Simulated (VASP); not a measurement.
# AlN (P4_2/mnm) in VASP: notebook, part 2 of 2

VASP 6.6.1.

### Step 3. Single point, PBE

INCAR

```
SYSTEM = AlN
ALGO = Normal ; EDIFF = 1E-6
ENCUT = 520 ; GGA = PE
ISIF = 2 ; ISMEAR = 0
LASPH = .True. ; LCHARG = .False.
LREAL = .False. ; LWAVE = .False.
NBANDS = 26 ; NELM = 100
PREC = Accurate ; SIGMA = 0.1
```

KPOINTS

```
k-points
0
Gamma
  4 4 6
  0 0 0
```

POSCAR

```
AlN
1.0
    5.3291138000      0.0000000000      0.0000000000
    0.0000000000      5.3291138000      0.0000000000
    0.0000000000      0.0000000000      3.1218369000
Al N
4 4
Direct
    0.6769860000      0.6769860000      0.0000000000
    0.1769860000      0.8230140000      0.5000000000
    0.8230140000      0.1769860000      0.5000000000
    0.3230140000      0.3230140000      0.0000000000
    0.8154210000      0.8154210000      0.5000000000
    0.1845790000      0.1845790000      0.5000000000
    0.6845790000      0.3154210000      0.0000000000
    0.3154210000      0.6845790000      0.0000000000
```

Potentials or basis: VASP PAW PBE potentials, release 64 (Al, N).

Run with:

```sh
$ cat potpaw_PBE.64/Al/POTCAR potpaw_PBE.64/N/POTCAR > POTCAR
$ mpirun -np 1 vasp_std > vasp.out
```

OUTCAR:

```text
SYSTEM = AlN
   EDIFF = 1E-6
   ENCUT = 520
   GGA = PE
   ISIF = 2
   ISMEAR = 0
   LASPH = .True.
   LREAL = .False.
   NELM = 100
   PREC = Accurate

 ion  position               nearest neighbor table
   1  0.677  0.677  0.000-   5 1.88   5 1.88   8 1.93   7 1.93   4 2.67   3 3.18   2 3.18   3 3.18
                             2 3.18   3 3.18   3 3.18   2 3.18   2 3.18
   2  0.177  0.823  0.500-   8 1.88   8 1.88   5 1.93   6 1.93   3 2.67   1 3.18   1 3.18   4 3.18
                             4 3.18   4 3.18   4 3.18   1 3.18   1 3.18
   3  0.823  0.177  0.500-   7 1.88   7 1.88   5 1.93   6 1.93   2 2.67   1 3.18   1 3.18   4 3.18
                             4 3.18   1 3.18   1 3.18   4 3.18   4 3.18
   4  0.323  0.323  0.000-   6 1.88   6 1.88   8 1.93   7 1.93   1 2.67   2 3.18   2 3.18   3 3.18
                             3 3.18   2 3.18   2 3.18   3 3.18   3 3.18
   5  0.815  0.815  0.500-   1 1.88   1 1.88   3 1.93   2 1.93
   6  0.185  0.185  0.500-   4 1.88   4 1.88   2 1.93   3 1.93
   7  0.685  0.315  0.000-   3 1.88   3 1.88   4 1.93   1 1.93
   8  0.315  0.685  0.000-   2 1.88   2 1.88   4 1.93   1 1.93

  LATTYP: Found a simple tetragonal cell.
 ALAT       =     5.3291138000
 C/A-ratio  =     0.5858078880

  Lattice vectors:

 A1 = (   5.3291138000,   0.0000000000,   0.0000000000)
 A2 = (   0.0000000000,   5.3291138000,   0.0000000000)
 A3 = (   0.0000000000,   0.0000000000,   3.1218369000)

Analysis of symmetry for initial positions (statically):
=====================================================================
 Subroutine PRICEL returns:
 Original cell was already a primitive cell.

 Routine SETGRP: Setting up the symmetry group for a
 simple tetragonal supercell.

 Subroutine GETGRP returns: Found 16 space group operations
 (whereof  8 operations were pure point group operations)
 out of a pool of 16 trial point group operations.

The static configuration has the point symmetry D_2h.
 The point group associated with its full space group is D_4h.

Analysis of symmetry for dynamics (positions and initial velocities):
=====================================================================
[... 150 lines left out ...]
   IVDW    =     0    specifies the selected vdW correction
   LEPSILON=     F    determine dielectric tensor
   LRPA    =     F    only Hartree local field effects (RPA)
 non-spin polarized calculation
 Gauss-broadening in eV      SIGMA  =   0.10
  energy-cutoff  :      520.00
  volume of cell :       88.66
 maximum number of plane-waves:      2412
 NGX is ok and might be reduce to    40
   NGX = 19   NGY = 19   NGZ = 11

 number of electron      31.9999997 magnetization

 Free energy of the ion-electron system (eV)
  ---------------------------------------------------
  ext. energy  EPLUGINS =         0.00000000
  ---------------------------------------------------
  free energy    TOTEN  =       -59.31219612 eV

  energy without entropy =      -59.31219612  energy(sigma->0) =      -59.31219612

 E-fermi :   5.9838     XC(G=0): -10.5780

 val. band max:        5.5109470033   @ k =   0.0000   0.0000   0.0000
 cond. band min:       9.2588944182   @ k =   0.0000   0.0000   0.0000
 fundamental gap:      3.7479474149
 Fermi energy:         5.9837549040

 k-point     1 :       0.0000    0.0000    0.0000
  band No.  band energies     occupation
      1      -9.4755      2.00000
      2      -7.5208      2.00000
      3      -7.5208      2.00000
      4      -7.2503      2.00000
      5      -0.4007      2.00000
      6       0.7331      2.00000
[... 685 lines left out ...]
     25      16.0537      0.00000
     26      16.0538      0.00000

------------------------ aborting loop because EDIFF is reached ----------------------------------------

  FORCE on cell =-STRESS in cart. coord.  units (eV):
  Direction    XX          YY          ZZ          XY          YZ          ZX
  --------------------------------------------------------------------------------------
  -------------------------------------------------------------------------------------
  Total       -0.1228391     -0.1228391     -0.1471974      0.0000000      0.0000000      0.0000000
  in kB       -2.2198671     -2.2198671     -2.6600552      0.0000000      0.0000000      0.0000000
  external PRESSURE =      -2.3665964 kB  Pullay stress =       0.0000000 kB

 VOLUME and BASIS-vectors are now :
 -----------------------------------------------------------------------------
  energy-cutoff  :      520.00
  volume of cell :       88.66
      direct lattice vectors                 reciprocal lattice vectors
     5.329113800  0.000000000  0.000000000     0.187648460  0.000000000  0.000000000
     0.000000000  5.329113800  0.000000000     0.000000000  0.187648460  0.000000000
     0.000000000  0.000000000  3.121836900     0.000000000  0.000000000  0.320324230

 POSITION                                       TOTAL-FORCE (eV/Angst)
 -----------------------------------------------------------------------------------
      3.60774      3.60774      0.00000        -0.002249     -0.002249     -0.000000
      0.94318      4.38594      1.56092        -0.002249      0.002249     -0.000000
      4.38594      0.94318      1.56092         0.002249     -0.002249     -0.000000
      1.72138      1.72138      0.00000         0.002249      0.002249     -0.000000
      4.34547      4.34547      1.56092        -0.002200     -0.002200     -0.000000
      0.98364      0.98364      1.56092         0.002200      0.002200      0.000000
      3.64820      1.68091      0.00000         0.002200     -0.002200     -0.000000
      1.68091      3.64820      0.00000        -0.002200      0.002200     -0.000000
 -----------------------------------------------------------------------------------
    total drift:                                0.000000      0.000000      0.000000

  FREE ENERGIE OF THE ION-ELECTRON SYSTEM (eV)
  ---------------------------------------------------
  free  energy   TOTEN  =       -59.3121961167 eV

  energy  without entropy=      -59.3121961167  energy(sigma->0) =      -59.31219612
```

OSZICAR:

```text
N       E                     dE             d eps       ncg     rms          rms(c)
DAV:   1     0.114336205567E+03    0.11434E+03   -0.14527E+04  1248   0.110E+03
DAV:   2    -0.586895672956E+02   -0.17303E+03   -0.16081E+03  1678   0.223E+02
DAV:   3    -0.690755603992E+02   -0.10386E+02   -0.10320E+02  1644   0.570E+01
DAV:   4    -0.691820621135E+02   -0.10650E+00   -0.10640E+00  1518   0.654E+00
DAV:   5    -0.691836468710E+02   -0.15848E-02   -0.15844E-02  1644   0.805E-01    0.173E+01
DAV:   6    -0.593034170234E+02    0.98802E+01   -0.31264E+01  1586   0.296E+01    0.606E+00
DAV:   7    -0.593438170953E+02   -0.40400E-01   -0.15062E+00  1422   0.629E+00    0.414E+00
DAV:   8    -0.593207334467E+02    0.23084E-01   -0.18445E-01  1494   0.292E+00    0.689E-01
DAV:   9    -0.593108277665E+02    0.99057E-02   -0.41181E-02  1678   0.108E+00    0.363E-01
DAV:  10    -0.593123672669E+02   -0.15395E-02   -0.62323E-03  1476   0.401E-01    0.189E-01
DAV:  11    -0.593121835691E+02    0.18370E-03   -0.81388E-04  1500   0.166E-01    0.380E-02
DAV:  12    -0.593121971196E+02   -0.13551E-04   -0.29904E-05  1510   0.367E-02    0.177E-02
DAV:  13    -0.593121958558E+02    0.12638E-05   -0.15213E-05  1522   0.228E-02    0.303E-03
DAV:  14    -0.593121961167E+02   -0.26094E-06   -0.81583E-07   828   0.611E-03
   1 F= -.59312196E+02 E0= -.59312196E+02  d E =-.115000E-12
```

stdout:

```text
POSCAR found type information on POSCAR AlN
 POSCAR found :  2 types and       8 ions
 scaLAPACK will be used
 LDA part: xc-table for (Slater+PW92), standard interpolation
 POSCAR, INCAR and KPOINTS ok, starting setup
 FFT: planning ... GRIDC
 FFT: planning ... GRID_SOFT
 FFT: planning ... GRID
 WAVECAR not read
 entering main loop
```

Wall time 29 s (1 thread of AMD EPYC 9R45 (Zen 5), shared host); peak memory 0.17 GiB.

Results:

```yaml
Free_energy: -59.3122 eV
Pressure: -0.2 GPa
Largest_force: 0.003 eV/Å
Band_gap_on_the_k_mesh: 3.75 eV, direct
```

Forces on the atoms (eV/Å):
```
Al  -0.002 -0.002  0.000
Al  -0.002  0.002  0.000
Al   0.002 -0.002  0.000
Al   0.002  0.002  0.000
N   -0.002 -0.002  0.000
N    0.002  0.002  0.000
N    0.002 -0.002  0.000
N   -0.002  0.002  0.000
```

Levels at points of the mesh, in eV from the valence-band top:
```
           k point  band 13  band 14  band 15  band 16  band 17  band 18  band 19  band 20
(0.00, 0.00, 0.00)    -0.47    -0.09    -0.09     0.00     3.75     6.02     6.53     6.96
(0.50, 0.00, 0.00)    -0.62    -0.62    -0.59    -0.59     5.76     5.76     6.47     6.47
(0.50, 0.50, 0.00)    -1.02    -1.02    -0.91    -0.91     6.01     6.01     6.34     6.34
(0.00, 0.00, 0.50)    -1.63    -1.63    -1.48    -1.48     6.03     6.03     7.75     7.75
(0.50, 0.00, 0.50)    -1.35    -1.35    -0.67    -0.67     6.25     6.25     6.68     6.68
(0.50, 0.50, 0.50)    -1.15    -1.15    -0.94    -0.94     5.21     5.21     5.66     5.66
```

### Step 4. Single point, PBE (volume scaled by 0.88, then relaxed in part)

INCAR

```
PREC = Accurate
ENCUT = 520
EDIFF = 1E-6
ISMEAR = 0
SIGMA = 0.02
LREAL = F
LASPH = T
NELM = 60
ALGO = Normal
ISIF = 2
LWAVE = F
LCHARG = F
GGA = PE
NBANDS = 26
```

KPOINTS

```
Automatic mesh
0
Gamma
  4 4 8
```

POSCAR

```
AlN
1.0
    5.0556108825      0.0000000000      0.0000000000
    0.0000000000      5.0556108825      0.0000000000
    0.0000000000      0.0000000000      3.0524994238
Al N
4 4
Direct
    0.6787607235      0.6787607235      0.0000000000
    0.1787607235      0.8212392765      0.5000000000
    0.8212392765      0.1787607235      0.5000000000
    0.3212392765      0.3212392765      0.0000000000
    0.8123978532      0.8123978532      0.5000000000
    0.1876021468      0.1876021468      0.5000000000
    0.6876021468      0.3123978532      0.0000000000
    0.3123978532      0.6876021468      0.0000000000
```

Run with:

```sh
$ cat potpaw_PBE.64/Al/POTCAR potpaw_PBE.64/N/POTCAR > POTCAR
$ mpirun -np 1 vasp_std > vasp.out
```

It took 31 s on 1 thread of AMD EPYC 9R45 (Zen 5), shared host; peak memory 0.17 GiB.

It converged, with:

* Free energy: -58.4480 eV
* Pressure: 28.7 GPa
* Largest force: 0.012 eV/Å
* Band gap on the k mesh: 4.54 eV, direct

Forces in eV/Å, atoms in the order of the input:
```
Al  -0.009 -0.009  0.000
Al  -0.009  0.009  0.000
Al   0.009 -0.009  0.000
Al   0.009  0.009  0.000
N   -0.007 -0.007  0.000
N    0.007  0.007  0.000
N    0.007 -0.007  0.000
N   -0.007  0.007  0.000
```

Levels at points of the mesh, in eV from the valence-band top:
| k point | band 14 | band 15 | band 16 | band 17 | band 18 | band 19 |
| --- | --- | --- | --- | --- | --- | --- |
| (0.00, 0.00, 0.00) | -0.07 | -0.07 | 0.00 | 4.54 | 6.10 | 6.76 |
| (0.50, 0.00, 0.00) | -0.89 | -0.62 | -0.62 | 6.43 | 6.43 | 6.95 |
| (0.50, 0.50, 0.00) | -1.29 | -1.15 | -1.15 | 6.50 | 6.50 | 7.01 |
| (0.00, 0.00, 0.50) | -1.85 | -1.60 | -1.60 | 6.34 | 6.34 | 8.25 |
| (0.50, 0.00, 0.50) | -1.54 | -0.67 | -0.67 | 6.70 | 6.70 | 7.36 |
| (0.50, 0.50, 0.50) | -1.34 | -1.03 | -1.03 | 5.50 | 5.50 | 6.31 |

### Step 5. Summary

```tsv
cell	k mesh	smearing	gap on the mesh (eV)	pressure (GPa)	largest force (eV/Å)
a = 3.122, b = 5.329, c = 5.329 Å, 8 atoms	4 × 4 × 4	gaussian 0.1 eV	3.75	-0.2	0.01
a = 5.329, b = 5.329, c = 3.122 Å, 8 atoms	4 × 4 × 6	gaussian 0.1 eV	3.75	-0.2	-
a = 5.056, b = 5.056, c = 3.052 Å, 8 atoms	4 × 4 × 8	gaussian 0.02 eV	4.54	28.7	0.01
```

Alike in all rows: task single point; level PBE; potentials or basis VASP PAW PBE potentials, release 64 (Al, N); no spin polarisation; cutoff (eV) 520.

Caveats: some runs use coarse meshes.

Total energies depend on the potentials used, so only differences within one code and one set of settings carry meaning.
